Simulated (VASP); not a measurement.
Here is a VASP 6.6.1 calculation.

File INCAR:

```
PREC = Accurate
ENCUT = 520
EDIFF = 1E-6
ISMEAR = -1
SIGMA = 0.05
LREAL = False
LASPH = True
NELM = 150
ALGO = Normal
ISIF = 2
LWAVE = False
LCHARG = False
ISPIN = 2
MAGMOM = 1 0
LORBIT = 11
LMAXMIX = 4
GGA = PE
NBANDS = 18
```

The input KPOINTS:

```
regular mesh
0
Gamma
  8 8 8
```

POSCAR

```
AlNi
1.0
    2.8810000000      0.0000000000      0.0000000000
    0.0000000000      2.8810000000      0.0000000000
    0.0000000000      0.0000000000      2.9386200000
Ni Al
1 1
Direct
    0.5000000000      0.5000000000      0.5000000000
    0.0000000000      0.0000000000      0.0000000000
```

Potentials or basis: VASP PAW PBE potentials, release 64 (Ni, Al).

Run with:

```console
$ cat potpaw_PBE.64/Ni/POTCAR potpaw_PBE.64/Al/POTCAR > POTCAR
$ mpirun -np 1 vasp_std > vasp.out
```

Question: Predict the net moment.

Answer: 0.00 μB per cell.

Question: What does it give for the pressure?

Answer: -1.0 GPa.

Stress tensor (GPa, compression positive):
```
-0.72  0.00  0.00
 0.00 -0.72  0.00
 0.00  0.00 -1.44
```
